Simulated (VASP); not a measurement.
Input of a VASP 6.6.1 run:

The input INCAR:

```
SYSTEM = Ir
  PREC = Accurate
  ENCUT = 500
  EDIFF = 1E-7
  ISMEAR = -1
  SIGMA = 0.05
  LREAL = .False.
  LASPH = .True.
  NELM = 120
  ALGO = Normal
  ISIF = 3
  LWAVE = .False.
  LCHARG = .False.
  IBRION = 2
  NSW = 60
  EDIFFG = -0.01
  GGA_COMPAT = .False.
  NELMIN = 4
```

The input KPOINTS:

```
regular mesh
0
Gamma
  7 7 7
  0 0 0
```

File POSCAR:

```
Ir
1.0
    0.0000000000      2.6350000000      2.6350000000
    2.6350000000      0.0000000000      2.6350000000
    2.6350000000      2.6350000000      0.0000000000
Ir
2
Direct
    1.0000000000      1.0000000000      1.0000000000
    0.2500000000      0.2500000000      0.2500000000
```

Potentials or basis: VASP PAW LDA potentials, release 64 (Ir).

The run is started by

```bash
$ cat potpaw_LDA.64/Ir/POTCAR > POTCAR
$ mpirun -np 1 vasp_std > vasp.out
```

Question: Estimate the band gap on the k mesh.

Answer: Zero (bands 9 and 10 overlap by 1.48 eV).

Question: Predict the relaxed cell.

Answer: a = 3.874 Å, b = 3.874 Å, c = 3.874 Å, α = 60.00°, β = 60.00°, γ = 60.00°.

Final structure:
```
Ir
1.0
     0.00000    2.73915    2.73915
     2.73915    0.00000    2.73915
     2.73915    2.73915    0.00000
Ir
2
Cartesian
  0.0000 0.0000 0.0000
  1.3696 1.3696 1.3696
```

Caveat: spin-orbit coupling is left out, which moves the levels of the heavy elements.
